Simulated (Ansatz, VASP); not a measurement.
# Two plane-wave programs on Co

```
Co
1.0
     3.97014    0.00000    0.00000
    -1.98507    3.43825    0.00000
     0.00000    0.00000    2.43370
Co
3
Direct
  0.00000 0.00000 0.00000
  0.33333 0.66667 0.50000
  0.66667 0.33333 0.50000
```

Alike in both runs: task relaxation of cell and atoms; functional LDA; k mesh 9 × 9 × 13; occupations fermi-dirac, width 0.05 eV; collinear spin.

```csv
,VASP,Ansatz
version,VASP 6.6.1,Ansatz 0.2.0
potentials or method,"VASP PAW LDA potentials, release 64 (Co), cutoff 600 eV","plane waves (420 eV) with PAW, scalar-relativistic"
valence electrons in the cell,27,51
```

|  | VASP | Ansatz | Ansatz less VASP |
| --- | --- | --- | --- |
| net moment per atom (μB) | 1.53 | 1.58 | +0.041 |
| size of the moment on the site where the two differ most (μB) | 1.53 | 1.61 | +0.086 |
| relaxed volume (Å³/atom) | 10.14 | 10.20 | +0.061 |
| relaxed length of the cell vector where the two differ most in proportion (Å) | 2.371 | 2.377 | +0.0058 |

Ansatz warns that its potentials were made for another functional, while VASP's fit it. LDA's correlation is that of Perdew and Zunger in VASP and of Perdew and Wang (1992) in Ansatz. Site moments also hang on the region over which each program counts them. VASP's potentials hold 27 valence electrons a cell and Ansatz's 51, so a difference there can come from the potentials and not from the codes.
